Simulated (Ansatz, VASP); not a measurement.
**Two plane-wave programs on Li2O**

```
Li O
1.0
     0.00000    2.31303    2.31303
     2.31303    0.00000    2.31303
     2.31303    2.31303    0.00000
Li O
2 1
Direct
  0.25000 0.25000 0.25000
  0.75000 0.75000 0.75000
  0.00000 0.00000 0.00000
```

Alike in both runs: functional PBE; k mesh 8 × 8 × 8; occupations gaussian, width 0.02 eV; no spin polarisation.

Ansatz relaxed the structure, and its values are those at the end. VASP's run is a single point on that final structure, the one shown.

|  | VASP | Ansatz |
| --- | --- | --- |
| version | VASP 6.6.1 | Ansatz 0.2.0 |
| potentials or method | VASP PAW PBE potentials, release 64 (Li_sv, O) | scalar-relativistic, plane waves, PAW |
| plane-wave cutoff (eV) | 750 | 420 |
| valence electrons in the cell | 12 | 12 |

Ansatz gave:

```
gap on the k mesh at the Fermi level (eV) : 4.98
least direct gap on the mesh (eV)         : 5.24
pressure (GPa)                            : 0.0
```

**Question.** What did VASP give for the same quantities?

**Answer.** gap on the k mesh at the Fermi level (eV): 4.97; least direct gap on the mesh (eV): 5.24; pressure (GPa): -0.3.
